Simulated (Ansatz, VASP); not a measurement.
Two plane-wave programs on CsCl

```
Cs Cl
1.0
     4.14068    0.00000    0.00000
     0.00000    4.14068    0.00000
     0.00000    0.00000    4.14068
Cs Cl
1 1
Direct
  0.00000 0.00000 0.00000
  0.50000 0.50000 0.50000
```

Alike in both runs: task single point; functional PBE; k mesh 4 × 4 × 4; occupations methfessel-paxton of order 1, width 0.2 eV; no spin polarisation.

|  | VASP | Ansatz |
| --- | --- | --- |
| version | VASP 6.6.1 | Ansatz 0.2.0 |
| potentials or method | VASP PAW PBE potentials, release 64 (Cs_sv, Cl) | plane waves |
| plane-wave cutoff (eV) | 500 | 420 |
| valence electrons in the cell | 16 | 16 |

|  | VASP | Ansatz | Ansatz less VASP |
| --- | --- | --- | --- |
| gap on the k mesh at the Fermi level (eV) | 5.20 | 5.21 | +0.009 |
| pressure (GPa) | 0.8 | 0.8 | +0.01 |

Neither program's run includes spin-orbit coupling.
